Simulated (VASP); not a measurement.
A run of VASP 6.6.1 is set up as follows.

File INCAR:

```
ALGO = Normal
EDIFF = 1E-8
ENCUT = 520
ISIF = 2
ISMEAR = 0
LASPH = T
LCALCEPS = T
LCHARG = F
LMIXTAU = T
LREAL = F
LWAVE = F
METAGGA = R2SCAN
NELM = 80
PREC = Accurate
SIGMA = 0.01
```

The input KPOINTS:

```
k-points
0
Gamma
  6 6 6
```

File POSCAR:

```
NaCl
1.0
    0.0000000000      2.8307258136      2.7936053439
    2.8307258136      0.0000000000      2.7936053439
    2.8307258136      2.8307258136      0.0000000000
Na Cl
1 1
Direct
    0.0000000000      0.0000000000      0.0000000000
    0.5000000000      0.5000000000      0.5000000000
```

Potentials or basis: VASP PAW PBE potentials, release 64 (Na_pv, Cl).

Run with:

```bash
$ cat potpaw_PBE.64/Na_pv/POTCAR potpaw_PBE.64/Cl/POTCAR > POTCAR
$ mpirun -np 1 vasp_std > vasp.out
```

(1) Predict the electronic dielectric tensor (diagonal).

(2) Predict the Born charges (mean of the diagonal).

(3) Predict the band gap on the k mesh.

Results:

(1) 2.40, 2.40, 2.39.

(2) Na +1.07; Cl -1.07 e.

(3) 5.93 eV.

Caveat: the cell differs from its parent crystal (epitaxial xy strain +1.0%).
